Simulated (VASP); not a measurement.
Input of a VASP 6.6.1 run:

INCAR

```
SYSTEM = AgAu3
ALGO = Normal
EDIFF = 1E-6
EDIFFG = -0.01
ENCUT = 600
GGA = PS
IBRION = 2
ISIF = 3
ISMEAR = -1
LASPH = .True.
LCHARG = .False.
LREAL = .False.
LWAVE = .False.
NELM = 60
NSW = 80
PREC = Accurate
SIGMA = 0.1
```

The input KPOINTS:

```
k-points
0
Gamma
  5 5 5
  0 0 0
```

Contents of POSCAR:

```
AgAu3
1.0
    4.1216320000      0.0000000000      0.0000000000
    0.0000000000      4.1216320000      0.0000000000
    0.0000000000      0.0000000000      4.1216320000
Ag Au
1 3
Direct
    0.5000000000      0.5000000000      0.5000000000
    0.5000000000      0.0000000000      0.0000000000
    0.0000000000      0.5000000000      0.0000000000
    0.0000000000      0.0000000000      0.5000000000
```

Potentials or basis: VASP PAW PBE potentials, release 64 (Ag, Au).

Launch:

```bash
$ cat potpaw_PBE.64/Ag/POTCAR potpaw_PBE.64/Au/POTCAR > POTCAR
$ mpirun -np 1 vasp_std > vasp.out
```

(1) What does it give for the space group after relaxing (to 0.05 Å)?

(2) Estimate the relaxed cell.

Results:

(1) Pm-3m (No. 221).

(2) a = 4.077 Å, b = 4.077 Å, c = 4.077 Å, α = 90.00°, β = 90.00°, γ = 90.00°.
